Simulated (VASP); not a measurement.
# WSe2 (P-6m2) in VASP: further runs

Runs on WSe2. Level: PBE+D3(BJ). Tasks: single point.

Everything below comes from runs of VASP 6.6.1. Logs are shortened: lines on timing, memory, paths and dates and some standing lists are left out, and cuts for length are marked.

## (1) The cell of the first run

It takes space group P-6m2 (No. 187, hexagonal). The conventional cell has a = 3.202 Å, b = 3.202 Å, c = 7.333 Å, α = 90.00°, β = 90.00°, γ = 120.00°. Within 3.4 Å of W (site symmetry -6m2) lie 6 Se at 2.56 Å and 6 W at 3.20 Å. Se (site symmetry 3m) has 3 W at 2.56 Å and 7 Se at 3.20 to 3.53 Å within 3.6 Å.

## (2) Single point, PBE+D3(BJ)

The input, INCAR:

```
PREC     = Accurate       # precision mode
ENCUT    = 520            # plane-wave cutoff, eV
EDIFF    = 1E-7           # SCF threshold, eV
ISMEAR   = 0              # smearing method
SIGMA    = 0.05           # smearing width, eV
LREAL    = F              # projectors in reciprocal space
LASPH    = T              # aspherical terms in the spheres
NELM     = 80             # most SCF steps
ALGO     = Normal         # electronic algorithm
ISIF     = 2              # what is computed and relaxed
LWAVE    = F              # write WAVECAR
LCHARG   = T              # write CHGCAR
GGA      = PE             # functional
IVDW     = 12             # dispersion correction
LELF     = T              # ELF
LVHAR    = T            
NBANDS   = 20             # bands
```

The input, KPOINTS:

```
Automatic mesh
0
Gamma
  9 9 4
```

The input, POSCAR:

```
WSe2
1.0
    3.2024211823      0.0000000000      0.0000000000
   -1.6012105912      2.7733780975      0.0000000000
    0.0000000000      0.0000000000      7.3327815212
W Se
1 2
Direct
    0.0000000000      0.0000000000      0.0000000000
    0.3333333333      0.6666666667      0.2405528385
    0.3333333333      0.6666666667      0.7594471615
```

Potentials or basis: VASP PAW PBE potentials, release 64 (W_sv, Se).

The run is started by

```bash
> cat potpaw_PBE.64/W_sv/POTCAR potpaw_PBE.64/Se/POTCAR > POTCAR
> mpirun -np 1 vasp_std > vasp.out
```

OUTCAR:

```text
PREC = Accurate
   ENCUT = 520
   EDIFF = 1E-7
   ISMEAR = 0
   LREAL = F
   LASPH = T
   NELM = 80
   ISIF = 2
   GGA = PE
   IVDW = 12
 IVDW          = 12

 ion  position               nearest neighbor table
   1  0.000  0.000  0.000-   2 2.56   3 2.56   2 2.56   3 2.56   2 2.56   3 2.56
   2  0.333  0.667  0.241-   1 2.56   1 2.56   1 2.56
   3  0.333  0.667  0.759-   1 2.56   1 2.56   1 2.56

  LATTYP: Found a hexagonal cell.
 ALAT       =     3.2024211823
 C/A-ratio  =     2.2897617471

  Lattice vectors:

 A1 = (   3.2024211823,   0.0000000000,   0.0000000000)
 A2 = (  -1.6012105912,   2.7733780975,   0.0000000000)
 A3 = (   0.0000000000,   0.0000000000,   7.3327815212)

Analysis of symmetry for initial positions (statically):
=====================================================================
 Subroutine PRICEL returns:
 Original cell was already a primitive cell.

 Routine SETGRP: Setting up the symmetry group for a
 hexagonal supercell.

 Subroutine GETGRP returns: Found 12 space group operations
 (whereof 12 operations were pure point group operations)
 out of a pool of 24 trial point group operations.

The static configuration has the point symmetry D_3h.

Analysis of symmetry for dynamics (positions and initial velocities):
=====================================================================
 Subroutine PRICEL returns:
 Original cell was already a primitive cell.

 Routine SETGRP: Setting up the symmetry group for a
 hexagonal supercell.

 Subroutine GETGRP returns: Found 12 space group operations
 (whereof 12 operations were pure point group operations)
 out of a pool of 24 trial point group operations.

The dynamic configuration has the point symmetry D_3h.

 Subroutine INISYM returns: Found 12 space group operations
 (whereof 12 operations are pure point group operations),
 and found     1 'primitive' translations

----------------------------------------------------------------------------------------

                                     Primitive cell

  volume of cell :      65.1263

  direct lattice vectors                    reciprocal lattice vectors
     3.202421182  0.000000000  0.000000000     0.312263735  0.180285552  0.000000000
    -1.601210591  2.773378098  0.000000000     0.000000000  0.360571103  0.000000000
     0.000000000  0.000000000  7.332781521     0.000000000  0.000000000  0.136373898

  length of vectors
     3.202421182  3.202421182  7.332781521     0.360571103  0.360571103  0.136373898

  position of ions in fractional coordinates (direct lattice)
     0.000000000  0.000000000  0.000000000
     0.333333333  0.666666667  0.240552839
     0.333333333  0.666666667  0.759447161

  ion indices of the primitive-cell ions
   primitive index   ion index
                 1           1
                 2           2
                 3           3

----------------------------------------------------------------------------------------

 KPOINTS: Automatic mesh

Automatic generation of k-mesh.
 Grid dimensions read from file:
 generate k-points for:    9    9    4

 Generating k-lattice:

  Cartesian coordinates                     Fractional coordinates (reciprocal lattice)
     0.034695971  0.020031728  0.000000000     0.111111111 -0.000000000  0.000000000
     0.000000000  0.040063456  0.000000000     0.000000000  0.111111111  0.000000000
     0.000000000  0.000000000  0.034093475     0.000000000  0.000000000  0.250000000

  Length of vectors
     0.040063456  0.040063456  0.034093475

  Shift w.r.t. Gamma in fractional coordinates (k-lattice)
     0.000000000  0.000000000  0.000000000

 Subroutine IBZKPT returns following result:
 ===========================================

 Found     36 irreducible k-points:

 Following reciprocal coordinates:
            Coordinates               Weight
  0.000000  0.000000  0.000000      1.000000
  0.111111  0.000000  0.000000      6.000000
  0.222222  0.000000  0.000000      6.000000
  0.333333  0.000000  0.000000      6.000000
  0.444444  0.000000  0.000000      6.000000
  0.111111  0.111111  0.000000      6.000000
[... 16 lines left out ...]
  0.333333  0.222222  0.250000     24.000000
  0.333333  0.333333  0.250000      4.000000
 [... further k-points ...]
   k-points           NKPTS =     36   k-points in BZ     NKDIM =     36   number of bands    NBANDS=     20
   number of dos      NEDOS =    301   number of ions     NIONS =      3
   total plane-waves  NPLWV =  32256
   dimension x,y,z NGX =    24 NGY =   24 NGZ =   56
   dimension x,y,z NGXF=    48 NGYF=   48 NGZF=  112
   ions per type =               1   2
   NGX,Y,Z   is equivalent  to a cutoff of  12.46, 12.46, 12.70 a.u.
   NGXF,Y,Z  is equivalent  to a cutoff of  24.92, 24.92, 25.39 a.u.
 SYSTEM =  unknown system
   PREC   = accura    normal or accurate (medium, high low for compatibility)
   ISTART =      0    job   : 0-new  1-cont  2-samecut
   ICHARG =      2    charge: 1-file 2-atom 10-const
   ISPIN  =      1    spin polarized calculation?
   LNONCOLLINEAR =      F non collinear calculations
   LSORBIT =      F    spin-orbit coupling
   LASPH  =      T    aspherical Exc in radial PAW
   ENCUT  =  520.0 eV  38.22 Ry    6.18 a.u.   5.95  5.95 13.63*2*pi/ulx,y,z
   NELM   =     80;   NELMIN=  2; NELMDL= -5     # of ELM steps
   EDIFF  = 0.1E-06   stopping-criterion for ELM
   LREAL  =      F    real-space projection
   EDIFFG = 0.1E-05   stopping-criterion for IOM
   NSW    =      0    number of steps for IOM
   IBRION =     -1    ionic relax: 0-MD 1-quasi-New 2-CG
   NFREE  =      0    steps in history (QN), initial steepest desc. (CG)
   ISIF   =      2    stress and relaxation
   ISYM   =      2    0-nonsym 1-usesym 2-fastsym
   POTIM  = 0.5000    time-step for ionic-motion
   TEBEG  =    0.0;   TEEND  =   0.0 temperature during run
   PSTRESS=    0.0 pullay stress
   NELECT =      26.0000    total number of electrons
   NUPDOWN=      -1.0000    fix difference up-down
   EMIN   =  10.00;   EMAX   =-10.00  energy-range for DOS
   EFERMI =   0.00;   METHOD = LEGACY
   ISMEAR =     0;   SIGMA  =   0.05  broadening in eV -4-tet -1-fermi 0-gaus
   EFERMI_NEDOS =   21; number of points for ismear=-14 and -15
   IALGO  =     38    algorithm
   IMIX   =      4    mixing-type and parameters
     AMIX     =   0.40;   BMIX     =  1.00
     AMIX_MAG =   1.60;   BMIX_MAG =  1.00
  volume/ion in A,a.u.               =      21.71       146.50
  Fermi-wavevector in a.u.,A,eV,Ry     =   1.205444  2.277960 19.770574  1.453096
  Thomas-Fermi vector in A             =   2.341141
   LORBIT       =      0    0 simple, 1 ext, 2 COOP (PROOUT), +10 PAW based schemes
   GGA     = PE    functional components
   LHFCALC =     F    Hartree Fock is set to
   AEXX    =    0.0000 exact exchange contribution
   IVDW    =    12    specifies the selected vdW correction
   LEPSILON=     F    determine dielectric tensor
   LRPA    =     F    only Hartree local field effects (RPA)
 non-spin polarized calculation
 Gauss-broadening in eV      SIGMA  =   0.05
  energy-cutoff  :      520.00
  volume of cell :       65.13
 maximum number of plane-waves:      1776
 NGX is ok and might be reduce to    24
   NGX = 11   NGY = 11   NGZ = 27

 number of electron      26.0000005 magnetization

 Free energy of the ion-electron system (eV)
  ---------------------------------------------------
  ext. energy  EPLUGINS =         0.00000000
  ---------------------------------------------------
  free energy    TOTEN  =       -21.45591503 eV

  energy without entropy =      -21.45591503  energy(sigma->0) =      -21.45591503

 E-fermi :   5.5446     XC(G=0): -10.2188

 val. band max:        5.3183847193   @ k =   0.3333   0.3333   0.5000
 cond. band min:       6.4247067035   @ k =   0.2222   0.1111   0.0000
 fundamental gap:      1.1063219842
 Fermi energy:         5.5445755648

 k-point     1 :       0.0000    0.0000    0.0000
  band No.  band energies     occupation
      1     -68.7281      2.00000
      2     -33.0156      2.00000
      3     -32.7800      2.00000
      4     -32.7800      2.00000
      5      -9.6942      2.00000
      6      -8.5234      2.00000
[... 12 lines left out ...]
     19      12.7635      0.00000
     20      14.1470      0.00000

 k-point     2 :       0.1111    0.0000    0.0000
  band No.  band energies     occupation
      1     -68.7263      2.00000
      2     -33.0091      2.00000
      3     -32.8154      2.00000
      4     -32.7884      2.00000
      5      -9.4932      2.00000
      6      -8.4070      2.00000
[... 12 lines left out ...]
     19      13.3144      0.00000
     20      15.1090      0.00000

 k-point     3 :       0.2222    0.0000    0.0000
  band No.  band energies     occupation
      1     -68.7219      2.00000
      2     -32.9926      2.00000
      3     -32.9042      2.00000
      4     -32.8094      2.00000
      5      -8.9329      2.00000
      6      -8.0846      2.00000
[... 12 lines left out ...]
     19      13.7247      0.00000
     20      14.4232      0.00000

 k-point     4 :       0.3333    0.0000    0.0000
  band No.  band energies     occupation
      1     -68.7169      2.00000
      2     -33.0034      2.00000
      3     -32.9738      2.00000
      4     -32.8331      2.00000
      5      -8.1607      2.00000
      6      -7.6524      2.00000
[... 12 lines left out ...]
     19      12.3210      0.00000
     20      13.2186      0.00000

 k-point     5 :       0.4444    0.0000    0.0000
  band No.  band energies     occupation
      1     -68.7136      2.00000
      2     -33.0673      2.00000
      3     -32.9615      2.00000
      4     -32.8486      2.00000
      5      -7.5170      2.00000
      6      -7.3141      2.00000
[... 12 lines left out ...]
     19      11.6538      0.00000
     20      12.7625      0.00000
[... 353 lines left out ...]
      6      -7.2320      2.00000
[... 12 lines left out ...]
     19      12.8440      0.00000
     20      13.4525      0.00000

 k-point    22 :       0.2222    0.2222    0.2500
  band No.  band energies     occupation
      1     -68.7147      2.00000
      2     -33.0089      2.00000
      3     -32.9656      2.00000
      4     -32.8823      2.00000
      5      -7.7423      2.00000
      6      -7.4689      2.00000
[... 12 lines left out ...]
     19      12.9945      0.00000
     20      14.0330      0.00000

 k-point    23 :       0.3333    0.2222    0.2500
  band No.  band energies     occupation
      1     -68.7122      2.00000
      2     -33.0317      2.00000
      3     -32.9561      2.00000
      4     -32.9208      2.00000
      5      -7.2403      2.00000
      6      -7.1572      2.00000
[... 12 lines left out ...]
     19      12.6976      0.00000
     20      13.8235      0.00000

 k-point    24 :       0.3333    0.3333    0.2500
  band No.  band energies     occupation
      1     -68.7114      2.00000
      2     -32.9985      2.00000
      3     -32.9756      2.00000
      4     -32.9529      2.00000
      5      -7.0935      2.00000
      6      -7.0046      2.00000
[... 12 lines left out ...]
     19      11.9815      0.00000
     20      14.2421      0.00000

 [... further k-points ...]

------------------------ aborting loop because EDIFF is reached ----------------------------------------

 Edisp (eV)   -1.30000

 E8    (eV) :    -0.5802

  FORCE on cell =-STRESS in cart. coord.  units (eV):
  Direction    XX          YY          ZZ          XY          YZ          ZX
  --------------------------------------------------------------------------------------
  -------------------------------------------------------------------------------------
  Total       1.23589     1.23589    -2.99330    -0.00000    -0.00000     0.00000
  in kB      30.40423    30.40423   -73.63848    -0.00000    -0.00000     0.00000
  external pressure =       -4.28 kB  Pullay stress =        0.00 kB

 VOLUME and BASIS-vectors are now :
 -----------------------------------------------------------------------------
  energy-cutoff  :      520.00
  volume of cell :       65.13
      direct lattice vectors                 reciprocal lattice vectors
     3.202421182  0.000000000  0.000000000     0.312263735  0.180285552  0.000000000
    -1.601210591  2.773378098  0.000000000     0.000000000  0.360571103  0.000000000
     0.000000000  0.000000000  7.332781521     0.000000000  0.000000000  0.136373898

 POSITION                                       TOTAL-FORCE (eV/Angst)
 -----------------------------------------------------------------------------------
      0.00000      0.00000      0.00000         0.000000      0.000000      0.000000
     -0.00000      1.84892      1.76392        -0.000000     -0.000000     -0.707787
     -0.00000      1.84892      5.56886        -0.000000      0.000000      0.707787
 -----------------------------------------------------------------------------------
    total drift:                                0.000000     -0.000000     -0.000000

  FREE ENERGIE OF THE ION-ELECTRON SYSTEM (eV)
  ---------------------------------------------------
  free  energy   TOTEN  =       -22.7559148696 eV

  energy  without entropy=      -22.7559148696  energy(sigma->0) =      -22.75591487
```

Run time: 61 s. Hardware: 1 thread of AMD EPYC 7R13, shared host; peak memory 0.18 GiB.

What came out:

```
Free energy                : -22.7559 eV
Pressure                   : -0.4 GPa
Largest force              : 0.708 eV/Å
Band gap on the k mesh     : 1.11 eV (least direct gap 1.94 eV)
Dispersion energy per atom : -0.433 eV
```

Forces in eV/Å, atoms in the order of the input:
```
W    0.000  0.000  0.000
Se   0.000  0.000 -0.708
Se   0.000  0.000  0.708
```

Stress tensor (GPa, compression positive):
```
 3.04  0.00  0.00
 0.00  3.04  0.00
 0.00  0.00 -7.36
```

Caveat: the cell differs from its parent crystal (strain +e along x and -e along y +0.0000, strain +e along z and -e/2 along x and y +0.0467); spin-orbit coupling is left out, which moves the levels of the heavy elements; an odd mesh through Γ misses points on the zone boundary, where band edges can lie.

(Part 1 of 2 ends here.)
